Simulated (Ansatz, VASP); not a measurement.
## Two plane-wave programs on CS2

INCAR

```
PREC = Accurate
ENCUT = 520
EDIFF = 1E-6
ISMEAR = 0
SIGMA = 0.01
LREAL = False
LASPH = True
NELM = 60
ALGO = Normal
ISIF = 2
LWAVE = False
LCHARG = False
GGA = PS
NBANDS = 25
```

File KPOINTS:

```
Automatic mesh
0
Gamma
  6 6 4
```

Contents of POSCAR:

```
CS2
1.0
    3.6457880000     -2.9943140000      0.0000000000
    3.6457880000      2.9943140000      0.0000000000
    0.0000000000      0.0000000000      9.8512570000
S C
4 2
Direct
    0.1815210000      0.8184790000      0.8868670000
    0.3184790000      0.6815210000      0.3868670000
    0.6815210000      0.3184790000      0.6131330000
    0.8184790000      0.1815210000      0.1131330000
    0.5000000000      0.5000000000      0.5000000000
    0.0000000000      0.0000000000      0.0000000000
```

input.yaml

```yaml
crystal:
  lattice:
    - [3.645788, -2.994314, 0.0]
    - [3.645788, 2.994314, 0.0]
    - [0.0, 0.0, 9.851257]
  atoms:
    - { symbol: S, position: [0.181521, 0.818479, 0.886867] }
    - { symbol: S, position: [0.318479, 0.681521, 0.386867] }
    - { symbol: S, position: [0.681521, 0.318479, 0.613133] }
    - { symbol: S, position: [0.818479, 0.181521, 0.113133] }
    - { symbol: C, position: [0.5, 0.5, 0.5] }
    - { symbol: C, position: [0.0, 0.0, 0.0] }
kpoints:
  mp_grid: { grid: [6, 6, 4] }
  band_path:
    path:
      - [0.0, 0.0, 0.0]
      - [0.5, 0.5, 0.0]
      - [0.4186366119, 0.5813633881, 0.0]
      - [-0.4186366119, 0.4186366119, 0.0]
      - [0.0, 0.0, 0.5]
      - [-0.4186366119, 0.4186366119, 0.5]
      - [0.4186366119, 0.5813633881, 0.5]
      - [0.5, 0.5, 0.5]
      - [0.0, 0.5, 0.0]
    npoints: 1
hamiltonian:
  xc: pbesol
scf:
  occupations: { method: fixed }
  n_extra_bands: 5
output:
  forces: true
  stress: true
  eigenvalues: true
```

Alike in both runs: functional PBEsol; k mesh 6 × 6 × 4; no spin polarisation.

```csv
,VASP,Ansatz
version,VASP 6.6.1,Ansatz 0.2.0
potentials or method,"VASP PAW PBE potentials, release 64 (S, C)",Ansatz PAW
plane-wave cutoff (eV),520,420
occupations,"gaussian, width 0.01 eV",fixed
valence electrons in the cell,32,32
task,single point,band structure
```

Ansatz gave:

| Quantity | Value |
| --- | --- |
| gap on the k mesh at the Fermi level (eV) | 3.41 |
| least direct gap on the mesh (eV) | 3.41 |
| pressure (GPa) | -0.1 |
| traceless stress, the component that is largest in VASP (GPa) | -0.13 |
| rms of the force components (eV/Å) | 0.040 |

Q: Estimate VASP's values.

A: gap on the k mesh at the Fermi level (eV): 3.43; least direct gap on the mesh (eV): 3.43; pressure (GPa): -0.4; traceless stress, the component that is largest in VASP (GPa): 0.21; rms of the force components (eV/Å): 0.063.

VASP's potentials were made for PBE, not for PBEsol. Atom by atom the forces differ by 0.103 eV/Å (rms over components).
